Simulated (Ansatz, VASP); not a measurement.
Given: the input of a run of Ansatz 0.2.0 on MoS2.

File input.yaml:

```yaml
crystal:
  lattice:
    - [1.5492153232, 0.8944398866, 5.9983272536]
    - [-1.5492153232, 0.8944398866, 5.9983272536]
    - [0.0, -1.7888797732, 5.9983272536]
  atoms:
    - { symbol: Mo, position: [0.0, 0.0, 0.0] }
    - { symbol: S, position: [0.7484, 0.7484, 0.7484] }
    - { symbol: S, position: [0.5849, 0.5849, 0.5849] }
kpoints:
  mp_grid: { grid: [10, 10, 10] }
scf:
  occupations: { method: fermi_dirac, width: 0.05 }
hamiltonian:
  xc: pbe
  pseudopotentials: { kind: all_electron, lapw: { basis_error: 0.001 } }
output:
  forces: true
  stress: true
  eigenvalues: true
```

Potentials or basis: all-electron LAPW, scalar-relativistic.

Command:

```bash
$ ansatz run input.yaml --threads 2 --pin off --max-ram 6144MiB --backend cpu --events-out ev --progress --plain --runs-dir out
```

Translate it to VASP 6.6.1. Potentials there: VASP PAW PBE potentials, release 64 (Mo_sv, S).

As run (the cutoff follows the program's own potentials):

Contents of INCAR:

```
SYSTEM = MoS2
PREC     = Accurate       ! precision mode
ENCUT    = 520            ! plane-wave cutoff, eV
EDIFF    = 1E-6           ! SCF threshold, eV
ISMEAR   = -1             ! smearing method
SIGMA    = 0.05           ! smearing width, eV
LREAL    = .FALSE.        ! projectors in reciprocal space
LASPH    = .TRUE.         ! aspherical terms in the spheres
NELM     = 60             ! most SCF steps
ALGO     = Normal         ! electronic algorithm
ISIF     = 2              ! what is computed and relaxed
LWAVE    = .FALSE.        ! write WAVECAR
LCHARG   = .FALSE.        ! write CHGCAR
GGA      = PE             ! functional
NBANDS   = 20             ! bands
```

KPOINTS

```
Automatic mesh
0
G
  10 10 10
  0 0 0
```

The input POSCAR:

```
MoS2
1.0
    1.5492153232      0.8944398866      5.9983272536
   -1.5492153232      0.8944398866      5.9983272536
    0.0000000000     -1.7888797732      5.9983272536
Mo S
1 2
Direct
    0.0000000000      0.0000000000      0.0000000000
    0.7484000000      0.7484000000      0.7484000000
    0.5849000000      0.5849000000      0.5849000000
```

Potentials or basis: VASP PAW PBE potentials, release 64 (Mo_sv, S).

Run with:

```bash
$ cat potpaw_PBE.64/Mo_sv/POTCAR potpaw_PBE.64/S/POTCAR > POTCAR
$ mpirun -np 1 vasp_std > vasp.out
```

Both were run:

|  | VASP | Ansatz | Ansatz less VASP |
| --- | --- | --- | --- |
| gap on the k mesh at the Fermi level (eV) | 0.81 | 0.79 | -0.017 |
| least direct gap on the mesh (eV) | 2.05 | 2.04 | -0.013 |
| pressure (GPa) | 21.5 | 21.7 | +0.25 |
| traceless stress, the component that is largest in VASP (GPa) | 5.58 | 5.64 | +0.058 |
| rms of the force components (eV/Å) | 1.194 | 1.207 | +0.0130 |

Atom by atom the forces differ by 0.013 eV/Å (rms over components). Ansatz ran all-electron here, and VASP with PAW potentials.
